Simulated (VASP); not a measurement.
Here is a VASP 6.6.1 calculation.

The input INCAR:

```
SYSTEM = HfC
PREC = Accurate ; ENCUT = 520
EDIFF = 1E-6 ; ISMEAR = 0
SIGMA = 0.15 ; LREAL = .FALSE.
LASPH = .TRUE. ; NELM = 60
ALGO = Normal ; ISIF = 2
LWAVE = .FALSE. ; LCHARG = .FALSE.
GGA = PS ; NBANDS = 14
```

Contents of KPOINTS:

```
regular mesh
0
G
  18 18 18
  0 0 0
```

File POSCAR:

```
HfC
1.0
    0.0000000000      2.3947500000      2.3250000000
    2.3947500000      0.0000000000      2.3250000000
    2.3947500000      2.3947500000      0.0000000000
Hf C
1 1
Direct
    0.5000000000      0.5000000000      0.5000000000
    0.0000000000      0.0000000000      0.0000000000
```

Potentials or basis: VASP PAW PBE potentials, release 64 (Hf_pv, C).

Run with:

```bash
$ cat potpaw_PBE.64/Hf_pv/POTCAR potpaw_PBE.64/C/POTCAR > POTCAR
$ mpirun -np 1 vasp_std > vasp.out
```

Q: Estimate the pressure.

A: -18.5 GPa.

Q: Predict the band gap on the k mesh.

A: Zero (band 7 reaches 6.44 eV, above the bottom of band 8 at 4.77 eV).

Stress tensor (GPa, compression positive):
```
-21.52   0.00   0.00
  0.00 -21.52   0.00
  0.00   0.00 -12.31
```

Caveat: the cell differs from its parent crystal (strain +0.0300 x Voigt [1, 1, 0, 0, 0, 0]); the PAW data sets were made with another functional, which shifts forces and pressure a little; spin-orbit coupling is left out, which moves the levels of the heavy elements.
